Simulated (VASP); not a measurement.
# AlN (P6_3/mmc) in VASP: a series of runs

The runs below take AlN through single point, with PBEsol.

All numbers are computed with VASP 6.6.1; they aren't measurements. Logs are shortened: lines on timing, memory, paths and dates and some standing lists are left out, and cuts for length are marked.

### 1 The cell of the first run

It takes space group P6_3/mmc (No. 194, hexagonal). Conventional cell: a = 3.242 Å, b = 3.242 Å, c = 3.976 Å, α = 90.00°, β = 90.00°, γ = 120.00°. Within 2.5 Å of Al (site symmetry -6m2) lie 5 N at 1.87 to 1.99 Å. Within 2.5 Å of N (site symmetry -6m2) lie 5 Al at 1.87 to 1.99 Å.

### 2 Single point, PBEsol

INCAR

```
ALGO = Normal ; EDIFF = 1E-7
ENCUT = 520 ; GGA = PS
ISIF = 2 ; ISMEAR = 0
LASPH = True ; LCHARG = False
LREAL = False ; LWAVE = False
NBANDS = 16 ; NELM = 60
PREC = Accurate ; SIGMA = 0.05
```

KPOINTS

```
k-points
0
Gamma
  9 9 6
```

POSCAR

```
AlN
1.0
    3.2421000000      0.0000000000      0.0000000000
   -1.6210500000      2.8077409616      0.0000000000
    0.0000000000      0.0000000000      3.9756000000
Al N
2 2
Direct
    0.3333333333      0.6666666667      0.7500000000
    0.6666666667      0.3333333333      0.2500000000
    0.3333333333      0.6666666667      0.2500000000
    0.6666666667      0.3333333333      0.7500000000
```

Potentials or basis: VASP PAW PBE potentials, release 64 (Al, N).

Run with:

```bash
$ cat potpaw_PBE.64/Al/POTCAR potpaw_PBE.64/N/POTCAR > POTCAR
$ mpirun -np 1 vasp_std > vasp.out
```

OUTCAR:

```text
EDIFF = 1E-7
   ENCUT = 520
   GGA = PS
   ISIF = 2
   ISMEAR = 0
   LASPH = True
   LREAL = False
   NELM = 60
   PREC = Accurate

 ion  position               nearest neighbor table
   1  0.333  0.667  0.750-   4 1.87   4 1.87   4 1.87   3 1.99   3 1.99   2 2.73   2 2.73   2 2.73
                             2 2.73   2 2.73   2 2.73
   2  0.667  0.333  0.250-   3 1.87   3 1.87   3 1.87   4 1.99   4 1.99   1 2.73   1 2.73   1 2.73
                             1 2.73   1 2.73   1 2.73
   3  0.333  0.667  0.250-   2 1.87   2 1.87   2 1.87   1 1.99   1 1.99
   4  0.667  0.333  0.750-   1 1.87   1 1.87   1 1.87   2 1.99   2 1.99

  LATTYP: Found a hexagonal cell.
 ALAT       =     3.2421000000
 C/A-ratio  =     1.2262422504

  Lattice vectors:

 A1 = (   3.2421000000,   0.0000000000,   0.0000000000)
 A2 = (  -1.6210500000,   2.8077409616,   0.0000000000)
 A3 = (   0.0000000000,   0.0000000000,   3.9756000000)

Analysis of symmetry for initial positions (statically):
=====================================================================
 Subroutine PRICEL returns:
 Original cell was already a primitive cell.

 Routine SETGRP: Setting up the symmetry group for a
 hexagonal supercell.

 Subroutine GETGRP returns: Found 24 space group operations
 (whereof 12 operations were pure point group operations)
 out of a pool of 24 trial point group operations.

The static configuration has the point symmetry D_3d.
 The point group associated with its full space group is D_6h.

Analysis of symmetry for dynamics (positions and initial velocities):
=====================================================================
 Subroutine PRICEL returns:
 Original cell was already a primitive cell.

 Routine SETGRP: Setting up the symmetry group for a
 hexagonal supercell.

 Subroutine GETGRP returns: Found 24 space group operations
 (whereof 12 operations were pure point group operations)
 out of a pool of 24 trial point group operations.

The dynamic configuration has the point symmetry D_3d.
 The point group associated with its full space group is D_6h.

 Subroutine INISYM returns: Found 24 space group operations
 (whereof 12 operations are pure point group operations),
 and found     1 'primitive' translations

----------------------------------------------------------------------------------------

                                     Primitive cell

  volume of cell :      36.1898

  direct lattice vectors                    reciprocal lattice vectors
     3.242100000  0.000000000  0.000000000     0.308442059  0.178079106  0.000000000
    -1.621050000  2.807740962  0.000000000     0.000000000  0.356158212  0.000000000
     0.000000000  0.000000000  3.975600000     0.000000000  0.000000000  0.251534360

  length of vectors
     3.242100000  3.242100000  3.975600000     0.356158212  0.356158212  0.251534360

  position of ions in fractional coordinates (direct lattice)
     0.333333333  0.666666667  0.750000000
     0.666666667  0.333333333  0.250000000
     0.333333333  0.666666667  0.250000000
     0.666666667  0.333333333  0.750000000

  ion indices of the primitive-cell ions
   primitive index   ion index
                 1           1
                 2           2
                 3           3
                 4           4

----------------------------------------------------------------------------------------

 KPOINTS: k-points

Automatic generation of k-mesh.
 Grid dimensions read from file:
 generate k-points for:    9    9    6

 Generating k-lattice:

  Cartesian coordinates                     Fractional coordinates (reciprocal lattice)
     0.034271340  0.019786567  0.000000000     0.111111111 -0.000000000  0.000000000
     0.000000000  0.039573135  0.000000000     0.000000000  0.111111111  0.000000000
     0.000000000  0.000000000  0.041922393     0.000000000  0.000000000  0.166666667

  Length of vectors
     0.039573135  0.039573135  0.041922393

  Shift w.r.t. Gamma in fractional coordinates (k-lattice)
     0.000000000  0.000000000  0.000000000

 Subroutine IBZKPT returns following result:
 ===========================================

 Found     48 irreducible k-points:

 Following reciprocal coordinates:
            Coordinates               Weight
  0.000000  0.000000  0.000000      1.000000
  0.111111  0.000000  0.000000      6.000000
  0.222222 -0.000000  0.000000      6.000000
  0.333333  0.000000  0.000000      6.000000
  0.444444 -0.000000  0.000000      6.000000
  0.111111  0.111111  0.000000      6.000000
[... 16 lines left out ...]
  0.333333  0.222222  0.166667     24.000000
  0.333333  0.333333  0.166667      4.000000
 [... further k-points ...]
   k-points           NKPTS =     48   k-points in BZ     NKDIM =     48   number of bands    NBANDS=     16
   number of dos      NEDOS =    301   number of ions     NIONS =      4
   total plane-waves  NPLWV =  17280
   dimension x,y,z NGX =    24 NGY =   24 NGZ =   30
   dimension x,y,z NGXF=    48 NGYF=   48 NGZF=   60
   ions per type =               2   2
   NGX,Y,Z   is equivalent  to a cutoff of  12.31, 12.31, 12.54 a.u.
   NGXF,Y,Z  is equivalent  to a cutoff of  24.61, 24.61, 25.09 a.u.
 SYSTEM =  unknown system
   PREC   = accura    normal or accurate (medium, high low for compatibility)
   ISTART =      0    job   : 0-new  1-cont  2-samecut
   ICHARG =      2    charge: 1-file 2-atom 10-const
   ISPIN  =      1    spin polarized calculation?
   LNONCOLLINEAR =      F non collinear calculations
   LSORBIT =      F    spin-orbit coupling
   LASPH  =      T    aspherical Exc in radial PAW
   ENCUT  =  520.0 eV  38.22 Ry    6.18 a.u.   6.03  6.03  7.39*2*pi/ulx,y,z
   NELM   =     60;   NELMIN=  2; NELMDL= -5     # of ELM steps
   EDIFF  = 0.1E-06   stopping-criterion for ELM
   LREAL  =      F    real-space projection
   EDIFFG = 0.1E-05   stopping-criterion for IOM
   NSW    =      0    number of steps for IOM
   IBRION =     -1    ionic relax: 0-MD 1-quasi-New 2-CG
   NFREE  =      0    steps in history (QN), initial steepest desc. (CG)
   ISIF   =      2    stress and relaxation
   ISYM   =      2    0-nonsym 1-usesym 2-fastsym
   POTIM  = 0.5000    time-step for ionic-motion
   TEBEG  =    0.0;   TEEND  =   0.0 temperature during run
   PSTRESS=    0.0 pullay stress
   NELECT =      16.0000    total number of electrons
   NUPDOWN=      -1.0000    fix difference up-down
   EMIN   =  10.00;   EMAX   =-10.00  energy-range for DOS
   EFERMI =   0.00;   METHOD = LEGACY
   ISMEAR =     0;   SIGMA  =   0.05  broadening in eV -4-tet -1-fermi 0-gaus
   EFERMI_NEDOS =   21; number of points for ismear=-14 and -15
   IALGO  =     38    algorithm
   IMIX   =      4    mixing-type and parameters
     AMIX     =   0.40;   BMIX     =  1.00
     AMIX_MAG =   1.60;   BMIX_MAG =  1.00
  volume/ion in A,a.u.               =       9.05        61.06
  Fermi-wavevector in a.u.,A,eV,Ry     =   1.247152  2.356776 21.162346  1.555389
  Thomas-Fermi vector in A             =   2.381297
   LORBIT       =      0    0 simple, 1 ext, 2 COOP (PROOUT), +10 PAW based schemes
   GGA     = PS    functional components
   LHFCALC =     F    Hartree Fock is set to
   AEXX    =    0.0000 exact exchange contribution
   IVDW    =     0    specifies the selected vdW correction
   LEPSILON=     F    determine dielectric tensor
   LRPA    =     F    only Hartree local field effects (RPA)
 non-spin polarized calculation
 Gauss-broadening in eV      SIGMA  =   0.05
  energy-cutoff  :      520.00
  volume of cell :       36.19
 maximum number of plane-waves:       999
   NGX = 13   NGY = 13   NGZ = 15

 number of electron      16.0000002 magnetization

 Free energy of the ion-electron system (eV)
  ---------------------------------------------------
  ext. energy  EPLUGINS =         0.00000000
  ---------------------------------------------------
  free energy    TOTEN  =       -30.77840274 eV

  energy without entropy =      -30.77840274  energy(sigma->0) =      -30.77840274

 E-fermi :   9.0853     XC(G=0): -11.7745

 val. band max:        8.8380458221   @ k =   0.0000   0.0000   0.0000
 cond. band min:      12.7690679330   @ k =   0.0000   0.0000   0.0000
 fundamental gap:      3.9310221109
 Fermi energy:         9.0852596193

 k-point     1 :       0.0000    0.0000    0.0000
  band No.  band energies     occupation
      1      -8.5936      2.00000
      2      -4.2624      2.00000
      3       1.5140      2.00000
      4       5.2841      2.00000
      5       5.2841      2.00000
      6       7.2066      2.00000
[... 8 lines left out ...]
     15      20.9356      0.00000
     16      20.9356      0.00000

 k-point     2 :       0.1111    0.0000    0.0000
  band No.  band energies     occupation
      1      -8.4405      2.00000
      2      -4.2737      2.00000
      3       1.6710      2.00000
      4       4.7892      2.00000
      5       5.0643      2.00000
      6       6.7403      2.00000
[... 8 lines left out ...]
     15      20.5386      0.00000
     16      21.3036      0.00000

 k-point     3 :       0.2222   -0.0000    0.0000
  band No.  band energies     occupation
      1      -7.9998      2.00000
      2      -4.3591      2.00000
      3       2.1292      2.00000
      4       3.7077      2.00000
      5       4.6224      2.00000
      6       5.8863      2.00000
[... 8 lines left out ...]
     15      19.8725      0.00000
     16      22.1596      0.00000

 k-point     4 :       0.3333    0.0000    0.0000
  band No.  band energies     occupation
      1      -7.3394      2.00000
      2      -4.6352      2.00000
      3       2.7168      2.00000
      4       2.8354      2.00000
      5       4.2267      2.00000
      6       5.1520      2.00000
[... 8 lines left out ...]
     15      20.6314      0.00000
     16      22.9243      0.00000

 k-point     5 :       0.4444   -0.0000    0.0000
  band No.  band energies     occupation
      1      -6.6645      2.00000
      2      -5.0836      2.00000
      3       2.1891      2.00000
      4       3.5872      2.00000
      5       4.0049      2.00000
      6       4.7329      2.00000
[... 8 lines left out ...]
     15      22.3837      0.00000
     16      23.4687      0.00000

 k-point     6 :       0.1111    0.1111    0.0000
  band No.  band energies     occupation
      1      -8.1433      2.00000
      2      -4.3215      2.00000
      3       1.9790      2.00000
      4       4.2579      2.00000
      5       4.3806      2.00000
      6       6.3282      2.00000
[... 8 lines left out ...]
     15      20.2693      0.00000
     16      21.7028      0.00000
[... 267 lines left out ...]
 k-point    21 :       0.4444    0.1111    0.1667
  band No.  band energies     occupation
      1      -6.3071      2.00000
      2      -5.2387      2.00000
      3       1.6106      2.00000
      4       3.4124      2.00000
      5       3.5121      2.00000
      6       5.0877      2.00000
[... 8 lines left out ...]
     15      21.8886      0.00000
     16      23.4303      0.00000

 k-point    22 :       0.2222    0.2222    0.1667
  band No.  band energies     occupation
      1      -6.8203      2.00000
      2      -4.9132      2.00000
      3       2.2107      2.00000
      4       2.5249      2.00000
      5       4.4508      2.00000
      6       5.0025      2.00000
[... 8 lines left out ...]
     15      21.5017      0.00000
     16      23.1140      0.00000

 k-point    23 :       0.3333    0.2222    0.1667
  band No.  band energies     occupation
      1      -6.1971      2.00000
      2      -5.2598      2.00000
      3       1.8483      2.00000
      4       2.7237      2.00000
      5       3.6222      2.00000
      6       5.5320      2.00000
[... 8 lines left out ...]
     15      21.3773      0.00000
     16      23.1837      0.00000

 k-point    24 :       0.3333    0.3333    0.1667
  band No.  band energies     occupation
      1      -5.6740      2.00000
      2      -5.6740      2.00000
      3       1.7628      2.00000
      4       3.0514      2.00000
      5       3.0514      2.00000
      6       5.8535      2.00000
[... 8 lines left out ...]
     15      20.6967      0.00000
     16      23.0681      0.00000

 [... further k-points ...]

------------------------ aborting loop because EDIFF is reached ----------------------------------------

  FORCE on cell =-STRESS in cart. coord.  units (eV):
  Direction    XX          YY          ZZ          XY          YZ          ZX
  --------------------------------------------------------------------------------------
  -------------------------------------------------------------------------------------
  Total        3.9513903      3.9513903      4.9264517      0.0000000      0.0000000      0.0000000
  in kB      174.9340623    174.9340623    218.1015180      0.0000000      0.0000000      0.0000000
  external PRESSURE =     189.3232142 kB  Pullay stress =       0.0000000 kB

 VOLUME and BASIS-vectors are now :
 -----------------------------------------------------------------------------
  energy-cutoff  :      520.00
  volume of cell :       36.19
      direct lattice vectors                 reciprocal lattice vectors
     3.242100000  0.000000000  0.000000000     0.308442059  0.178079106  0.000000000
    -1.621050000  2.807740962  0.000000000     0.000000000  0.356158212  0.000000000
     0.000000000  0.000000000  3.975600000     0.000000000  0.000000000  0.251534360

 POSITION                                       TOTAL-FORCE (eV/Angst)
 -----------------------------------------------------------------------------------
     -0.00000      1.87183      2.98170        -0.000000      0.000000      0.000000
      1.62105      0.93591      0.99390         0.000000     -0.000000      0.000000
     -0.00000      1.87183      0.99390        -0.000000      0.000000      0.000000
      1.62105      0.93591      2.98170         0.000000     -0.000000      0.000000
 -----------------------------------------------------------------------------------
    total drift:                               -0.000000     -0.000000     -0.000000

  FREE ENERGIE OF THE ION-ELECTRON SYSTEM (eV)
  ---------------------------------------------------
  free  energy   TOTEN  =       -30.7784027388 eV

  energy  without entropy=      -30.7784027388  energy(sigma->0) =      -30.77840274
```

It took 8.5 s on 1 thread of Intel Xeon 6975P-C (Granite Rapids), shared host; peak memory 0.15 GiB.

Results:

| Quantity | Value |
| --- | --- |
| Free energy | -30.7784 eV |
| Pressure | 18.9 GPa |
| Band gap on the k mesh | 3.93 eV, direct |

Caveat: the PAW data sets were made with another functional, which shifts forces and pressure a little.

[end of part 1 of 2]
